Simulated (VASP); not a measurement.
A run of VASP 6.6.1 is set up as follows.

INCAR

```
SYSTEM = Al2Pt
PREC = Accurate ; ENCUT = 500
EDIFF = 1E-6 ; ISMEAR = 0
SIGMA = 0.2 ; LREAL = .False.
LASPH = .True. ; NELM = 120
ALGO = Normal ; ISIF = 2
LWAVE = .False. ; LCHARG = .True.
GGA = PE ; LELF = .True.
LVHAR = .True. ; NBANDS = 15
GGA_COMPAT = .False.
```

The input KPOINTS:

```
regular mesh
0
Gamma
  6 6 6
  0 0 0
```

Contents of POSCAR:

```
Al2Pt
1.0
    2.1046942739      1.2151458056      3.4191086248
   -2.1046942739      1.2151458056      3.4191086248
    0.0000000000     -2.4302916112      3.4191086248
Al Pt
2 1
Direct
    0.3116846497      0.3116846497      0.3116846497
    0.8126621801      0.8126621801      0.8126621801
    0.5620600102      0.5620600102      0.5620600102
```

Potentials or basis: VASP PAW PBE potentials, release 64 (Al, Pt).

Launch:

```bash
$ cat potpaw_PBE.64/Al/POTCAR potpaw_PBE.64/Pt/POTCAR > POTCAR
$ mpirun -np 1 vasp_std > vasp.out
```

(1) Estimate the largest force.

(2) Predict the pressure.

Results:

(1) 0.010 eV/Å.

(2) 0.0 GPa.
